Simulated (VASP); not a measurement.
# Y (Fm-3m) in VASP: a series of runs, part 2 of 2

VASP 6.6.1.

### Step 3. Single point, PBEsol

This run uses another cell than the first one, of 28.89 Å³/atom.

The input, INCAR:

```
SYSTEM = Y
  PREC = Accurate
  ENCUT = 520
  EDIFF = 1E-6
  ISMEAR = 0
  SIGMA = 0.1
  LREAL = .FALSE.
  LASPH = .TRUE.
  NELM = 60
  ALGO = Fast
  ISIF = 2
  LWAVE = .FALSE.
  LCHARG = .FALSE.
  GGA = PS
  NBANDS = 12
```

The input, KPOINTS:

```
regular mesh
0
G
  14 14 14
  0 0 0
```

The input, POSCAR:

```
Y
1.0
    0.0000000000      2.4354573420      2.4354573420
    2.4354573420      0.0000000000      2.4354573420
    2.4354573420      2.4354573420      0.0000000000
Y
1
Direct
    0.0000000000      0.0000000000      0.0000000000
```

Potentials or basis: VASP PAW PBE potentials, release 64 (Y_sv).

The run is started by

```console
cat potpaw_PBE.64/Y_sv/POTCAR > POTCAR
mpirun -np 1 vasp_std > vasp.out
```

OUTCAR:

```text
SYSTEM = Y
   PREC = Accurate
   ENCUT = 520
   EDIFF = 1E-6
   ISMEAR = 0
   LREAL = .FALSE.
   LASPH = .TRUE.
   NELM = 60
   ISIF = 2
   GGA = PS

 ion  position               nearest neighbor table
   1  0.000  0.000  0.000-

  LATTYP: Found a face centered cubic cell.
 ALAT       =     4.8709146840

  Lattice vectors:

 A1 = (   0.0000000000,   2.4354573420,   2.4354573420)
 A2 = (   2.4354573420,   0.0000000000,   2.4354573420)
 A3 = (   2.4354573420,   2.4354573420,   0.0000000000)

Analysis of symmetry for initial positions (statically):
=====================================================================
 Subroutine PRICEL returns:
 Original cell was already a primitive cell.

 Routine SETGRP: Setting up the symmetry group for a
 face centered cubic supercell.

 Subroutine GETGRP returns: Found 48 space group operations
 (whereof 48 operations were pure point group operations)
 out of a pool of 48 trial point group operations.

The static configuration has the point symmetry O_h .

Analysis of symmetry for dynamics (positions and initial velocities):
=====================================================================
 Subroutine PRICEL returns:
 Original cell was already a primitive cell.

 Routine SETGRP: Setting up the symmetry group for a
 face centered cubic supercell.

 Subroutine GETGRP returns: Found 48 space group operations
 (whereof 48 operations were pure point group operations)
 out of a pool of 48 trial point group operations.

The dynamic configuration has the point symmetry O_h .

 Subroutine INISYM returns: Found 48 space group operations
 (whereof 48 operations are pure point group operations),
 and found     1 'primitive' translations

----------------------------------------------------------------------------------------

                                     Primitive cell

  volume of cell :      28.8916

  direct lattice vectors                    reciprocal lattice vectors
     0.000000000  2.435457342  2.435457342    -0.205300250  0.205300250  0.205300250
     2.435457342  0.000000000  2.435457342     0.205300250 -0.205300250  0.205300250
     2.435457342  2.435457342  0.000000000     0.205300250  0.205300250 -0.205300250

  length of vectors
     3.444256804  3.444256804  3.444256804     0.355590463  0.355590463  0.355590463

  position of ions in fractional coordinates (direct lattice)
     0.000000000  0.000000000  0.000000000

  ion indices of the primitive-cell ions
   primitive index   ion index
                 1           1

----------------------------------------------------------------------------------------

 KPOINTS: regular mesh

Automatic generation of k-mesh.
 Grid dimensions read from file:
 generate k-points for:   14   14   14

 Generating k-lattice:

  Cartesian coordinates                     Fractional coordinates (reciprocal lattice)
    -0.014664304  0.014664304  0.014664304     0.071428571  0.000000000  0.000000000
     0.014664304 -0.014664304  0.014664304     0.000000000  0.071428571  0.000000000
     0.014664304  0.014664304 -0.014664304     0.000000000  0.000000000  0.071428571

  Length of vectors
     0.025399319  0.025399319  0.025399319

  Shift w.r.t. Gamma in fractional coordinates (k-lattice)
     0.000000000  0.000000000  0.000000000

 Subroutine IBZKPT returns following result:
 ===========================================

 Found    104 irreducible k-points:

 Following reciprocal coordinates:
            Coordinates               Weight
  0.000000  0.000000  0.000000      1.000000
  0.071429  0.000000  0.000000      8.000000
  0.142857  0.000000  0.000000      8.000000
  0.214286  0.000000  0.000000      8.000000
  0.285714  0.000000  0.000000      8.000000
  0.357143  0.000000  0.000000      8.000000
[... 16 lines left out ...]
  0.214286  0.142857  0.000000     24.000000
  0.285714  0.142857  0.000000     24.000000
 [... further k-points ...]
   k-points           NKPTS =    104   k-points in BZ     NKDIM =    104   number of bands    NBANDS=     12
   number of dos      NEDOS =    301   number of ions     NIONS =      1
   total plane-waves  NPLWV =  21952
   dimension x,y,z NGX =    28 NGY =   28 NGZ =   28
   dimension x,y,z NGXF=    56 NGYF=   56 NGZF=   56
   ions per type =               1
   NGX,Y,Z   is equivalent  to a cutoff of  13.51, 13.51, 13.51 a.u.
   NGXF,Y,Z  is equivalent  to a cutoff of  27.03, 27.03, 27.03 a.u.
 SYSTEM =  Y
   PREC   = accura    normal or accurate (medium, high low for compatibility)
   ISTART =      0    job   : 0-new  1-cont  2-samecut
   ICHARG =      2    charge: 1-file 2-atom 10-const
   ISPIN  =      1    spin polarized calculation?
   LNONCOLLINEAR =      F non collinear calculations
   LSORBIT =      F    spin-orbit coupling
   LASPH  =      T    aspherical Exc in radial PAW
   ENCUT  =  520.0 eV  38.22 Ry    6.18 a.u.   6.40  6.40  6.40*2*pi/ulx,y,z
   NELM   =     60;   NELMIN=  2; NELMDL= -5     # of ELM steps
   EDIFF  = 0.1E-05   stopping-criterion for ELM
   LREAL  =      F    real-space projection
   EDIFFG = 0.1E-04   stopping-criterion for IOM
   NSW    =      0    number of steps for IOM
   IBRION =     -1    ionic relax: 0-MD 1-quasi-New 2-CG
   NFREE  =      0    steps in history (QN), initial steepest desc. (CG)
   ISIF   =      2    stress and relaxation
   ISYM   =      2    0-nonsym 1-usesym 2-fastsym
   POTIM  = 0.5000    time-step for ionic-motion
   TEBEG  =    0.0;   TEEND  =   0.0 temperature during run
   PSTRESS=    0.0 pullay stress
   NELECT =      11.0000    total number of electrons
   NUPDOWN=      -1.0000    fix difference up-down
   EMIN   =  10.00;   EMAX   =-10.00  energy-range for DOS
   EFERMI =   0.00;   METHOD = LEGACY
   ISMEAR =     0;   SIGMA  =   0.10  broadening in eV -4-tet -1-fermi 0-gaus
   EFERMI_NEDOS =   21; number of points for ismear=-14 and -15
   IALGO  =     68    algorithm
   IMIX   =      4    mixing-type and parameters
     AMIX     =   0.40;   BMIX     =  1.00
     AMIX_MAG =   1.60;   BMIX_MAG =  1.00
  volume/ion in A,a.u.               =      28.89       194.97
  Fermi-wavevector in a.u.,A,eV,Ry     =   1.186539  2.242233 19.155286  1.407874
  Thomas-Fermi vector in A             =   2.322709
   LORBIT       =      0    0 simple, 1 ext, 2 COOP (PROOUT), +10 PAW based schemes
   GGA     = PS    functional components
   LHFCALC =     F    Hartree Fock is set to
   AEXX    =    0.0000 exact exchange contribution
   IVDW    =     0    specifies the selected vdW correction
   LEPSILON=     F    determine dielectric tensor
   LRPA    =     F    only Hartree local field effects (RPA)
 non-spin polarized calculation
 RMM-DIIS sequential band-by-band and
 Gauss-broadening in eV      SIGMA  =   0.10
  energy-cutoff  :      520.00
  volume of cell :       28.89
 maximum number of plane-waves:       795
 NGX is ok and might be reduce to    28
   NGX = 13   NGY = 13   NGZ = 13

 number of electron      11.0000000 magnetization

 Free energy of the ion-electron system (eV)
  ---------------------------------------------------
  ext. energy  EPLUGINS =         0.00000000
  ---------------------------------------------------
  free energy    TOTEN  =        -6.78966686 eV

  energy without entropy =       -6.78212081  energy(sigma->0) =       -6.78589383

 E-fermi :   3.5838     XC(G=0): -10.0454

 val. band max:        3.5826841145   @ k =  -0.3571   0.4286   0.2143
 cond. band min:       3.5855407703   @ k =   0.4286   0.2857   0.1429
 fundamental gap:      0.0028566559
 Fermi energy:         3.5838121992

 k-point     1 :       0.0000    0.0000    0.0000
  band No.  band energies     occupation
      1     -38.7373      2.00000
      2     -18.3431      2.00000
      3     -18.3431      2.00000
      4     -18.3431      2.00000
      5      -1.3608      2.00000
      6       5.4748      0.00000
      7       5.4748      0.00000
      8       5.4748      0.00000
      9       7.7993      0.00000
     10       7.7993      0.00000
     11      12.8982      0.00000
     12      16.5198      0.00000
[... 331 lines left out ...]
 k-point    24 :       0.2857    0.1429    0.0000
  band No.  band energies     occupation
      1     -38.6723      2.00000
      2     -18.7749      2.00000
      3     -18.4560      2.00000
      4     -18.4479      2.00000
      5       0.4717      2.00000
      6       3.9777      0.00000
      7       5.4649      0.00000
      8       6.2131      0.00000
      9       7.1182      0.00000
     10       8.4901      0.00000
     11      14.4023      0.00000
     12      16.4792      0.00000

 [... further k-points ...]

------------------------ aborting loop because EDIFF is reached ----------------------------------------

  FORCE on cell =-STRESS in cart. coord.  units (eV):
  Direction    XX          YY          ZZ          XY          YZ          ZX
  --------------------------------------------------------------------------------------
  -------------------------------------------------------------------------------------
  Total        0.5055084      0.5055084      0.5055084     -0.0000000      0.0000000     -0.0000000
  in kB       28.0328562     28.0328562     28.0328562     -0.0000000      0.0000000     -0.0000000
  external PRESSURE =      28.0328562 kB  Pullay stress =       0.0000000 kB

 VOLUME and BASIS-vectors are now :
 -----------------------------------------------------------------------------
  energy-cutoff  :      520.00
  volume of cell :       28.89
      direct lattice vectors                 reciprocal lattice vectors
     0.000000000  2.435457342  2.435457342    -0.205300250  0.205300250  0.205300250
     2.435457342  0.000000000  2.435457342     0.205300250 -0.205300250  0.205300250
     2.435457342  2.435457342  0.000000000     0.205300250  0.205300250 -0.205300250

 POSITION                                       TOTAL-FORCE (eV/Angst)
 -----------------------------------------------------------------------------------
      0.00000      0.00000      0.00000        -0.000000      0.000000     -0.000000
 -----------------------------------------------------------------------------------
    total drift:                                0.000000     -0.000000     -0.000000

  FREE ENERGIE OF THE ION-ELECTRON SYSTEM (eV)
  ---------------------------------------------------
  free  energy   TOTEN  =        -6.7896668631 eV

  energy  without entropy=       -6.7821208056  energy(sigma->0) =       -6.78589383
```

OSZICAR:

```text
N       E                     dE             d eps       ncg     rms          rms(c)
DAV:   1     0.257596391217E+02    0.25760E+02   -0.56039E+03  2512   0.845E+02
DAV:   2    -0.569077749605E+01   -0.31450E+02   -0.30582E+02  3052   0.170E+02
DAV:   3    -0.693186256418E+01   -0.12411E+01   -0.12218E+01  3456   0.225E+01
DAV:   4    -0.696428994776E+01   -0.32427E-01   -0.32417E-01  2808   0.337E+00
DAV:   5    -0.696486067899E+01   -0.57073E-03   -0.57070E-03  3256   0.347E-01    0.238E+01
RMM:   6    -0.681135258423E+01    0.15351E+00   -0.14919E-01  2795   0.242E+00    0.145E+01
RMM:   7    -0.679364004921E+01    0.17713E-01   -0.32787E-01  3268   0.356E+00    0.145E+00
RMM:   8    -0.678969864625E+01    0.39414E-02   -0.40714E-02  2931   0.147E+00    0.665E-01
RMM:   9    -0.678966856637E+01    0.30080E-04   -0.78375E-03  3461   0.570E-01    0.223E-01
RMM:  10    -0.679408041393E+01   -0.44118E-02   -0.11871E-02  3491   0.723E-01    0.163E+00
RMM:  11    -0.678959406456E+01    0.44863E-02   -0.98986E-03  3121   0.887E-01    0.937E-02
RMM:  12    -0.678964449192E+01   -0.50427E-04   -0.68657E-04  3250   0.226E-01    0.537E-02
RMM:  13    -0.678966079338E+01   -0.16301E-04   -0.12357E-04  3525   0.733E-02    0.121E-02
RMM:  14    -0.678966600094E+01   -0.52076E-05   -0.35375E-05  3353   0.368E-02    0.418E-03
RMM:  15    -0.678966686308E+01   -0.86214E-06   -0.61675E-06  2507   0.134E-02
   1 F= -.67896669E+01 E0= -.67858938E+01  d E =-.754606E-02
```

stdout:

```text
POSCAR found type information on POSCAR Y
 POSCAR found :  1 types and       1 ions
 scaLAPACK will be used
 -----------------------------------------------------------------------------
|                                                                             |
|                                                                             |
|     You enforced a specific xc type in the INCAR file but a different       |
|     I HOPE YOU KNOW WHAT YOU ARE DOING!                                     |
|                                                                             |
 -----------------------------------------------------------------------------

 LDA part: xc-table for (Slater+PW92), standard interpolation
 POSCAR, INCAR and KPOINTS ok, starting setup
 FFT: planning ... GRIDC
 FFT: planning ... GRID_SOFT
 FFT: planning ... GRID
 WAVECAR not read
 entering main loop
```

Run time: 22 s. Hardware: 1 thread of Intel Xeon 6975P-C (Granite Rapids), shared host; peak memory 0.2 GiB.

What came out:

- Free energy: -6.7897 eV
- Pressure: 2.8 GPa
- Band gap on the k mesh: zero (an odd number of electrons rules out a gap without spin polarisation)

Caveat: the PAW data sets were made with another functional, which shifts forces and pressure a little.

### Step 4. Single point, PBEsol

This run uses another cell than the first one, of 20.80 Å³/atom.

The input, INCAR:

```
PREC     = Accurate       # precision mode
ENCUT    = 520            # plane-wave cutoff, eV
EDIFF    = 1E-7           # SCF threshold, eV
ISMEAR   = 0              # smearing method
SIGMA    = 0.1            # smearing width, eV
LREAL    = False          # projectors in reciprocal space
LASPH    = True           # aspherical terms in the spheres
NELM     = 100            # most SCF steps
ALGO     = Normal         # electronic algorithm
ISIF     = 2              # what is computed and relaxed
LWAVE    = False          # write WAVECAR
LCHARG   = False          # write CHGCAR
GGA      = PS             # functional
NBANDS   = 12             # bands
```

The input, KPOINTS:

```
Automatic mesh
0
Gamma
  16 16 16
```

The input, POSCAR:

```
Y
1.0
    0.0000000000      2.1828399644      2.1828399644
    2.1828399644      0.0000000000      2.1828399644
    2.1828399644      2.1828399644      0.0000000000
Y
1
Direct
    0.0000000000      0.0000000000      0.0000000000
```

The run is started by

```console
cat potpaw_PBE.64/Y_sv/POTCAR > POTCAR
mpirun -np 1 vasp_std > vasp.out
```

Run time: 11 s. Hardware: 1 thread of Intel Xeon 6975P-C (Granite Rapids), shared host; peak memory 0.18 GiB.

The run converged. Its results:

```yaml
Free_energy: -6.0967 eV
Pressure: 29.7 GPa
Band_gap_on_the_k_mesh: zero (an odd number of electrons rules out a gap without spin polarisation)
```

Levels at points of the mesh, in eV from the Fermi level:
| k point | band 2 | band 3 | band 4 | band 5 | band 6 | band 7 | band 8 | band 9 |
| --- | --- | --- | --- | --- | --- | --- | --- | --- |
| (0.00, 0.00, 0.00) | -20.78 | -20.78 | -20.78 | -4.97 | 2.19 | 2.19 | 2.19 | 5.58 |
| (0.50, 0.00, 0.00) | -22.99 | -21.05 | -21.05 | -2.58 | 1.86 | 1.86 | 2.91 | 8.16 |
| (0.50, 0.50, 0.00) | -22.82 | -21.55 | -21.55 | -3.06 | -2.01 | 5.24 | 8.20 | 8.95 |

Caveat: the cell stands under pressure; the PAW data sets were made with another functional, which shifts forces and pressure a little.

### Step 5. Summary

```tsv
cell	k mesh	gap on the mesh (eV)	pressure (GPa)
a = 3.347 Å, angles 60.0°, 1 atom	14 × 14 × 14	none	7.8
a = 3.444 Å, angles 60.0°, 1 atom	14 × 14 × 14	none	2.8
a = 3.087 Å, angles 60.0°, 1 atom	16 × 16 × 16	none	29.7
```

Alike in all rows: task single point; level PBEsol; potentials or basis VASP PAW PBE potentials, release 64 (Y_sv); no spin polarisation; cutoff (eV) 520; smearing gaussian 0.1 eV.

Caveats: the PAW data sets were made with another functional, which shifts forces and pressure a little; the cell stands under pressure (at least some runs).

Total energies depend on the potentials used, so only differences within one code and one set of settings carry meaning.
